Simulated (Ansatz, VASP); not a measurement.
## Two plane-wave programs on NbAs

```xyz
4
Lattice="-1.7370 1.7370 5.8752 1.7370 -1.7370 5.8752 1.7370 1.7370 -5.8752" Properties=species:S:1:pos:R:3 pbc="T T T"
Nb    0.0000    0.0000   -0.0130
Nb    0.0000    1.7370    2.9246
As    0.0000    0.0000    4.9011
As    1.7370    0.0000    1.9635
```

Alike in both runs: functional PBE; k mesh 18 × 18 × 18; occupations gaussian, width 0.3 eV; no spin polarisation.

Ansatz relaxed the structure, and its values are those at the end. VASP's run is a single point on that final structure, the one shown.

|  | VASP | Ansatz |
| --- | --- | --- |
| version | VASP 6.6.1 | Ansatz 0.2.0 |
| potentials or method | VASP PAW PBE potentials, release 64 (Nb_sv, As), cutoff 520 eV | scalar-relativistic, plane waves, PAW |
| valence electrons in the cell | 36 | 56 |

```csv
,VASP,Ansatz,Ansatz less VASP
gap on the k mesh at the Fermi level (eV),none,none,-
pressure (GPa),0.0,0.0,0.00
```

A gap of «none» marks a metal or a gap that the smearing closes. The functional is the same, so the differences come from potentials, cutoffs and numerics. VASP's potentials hold 36 valence electrons a cell and Ansatz's 56, so a difference there can come from the potentials and not from the codes.
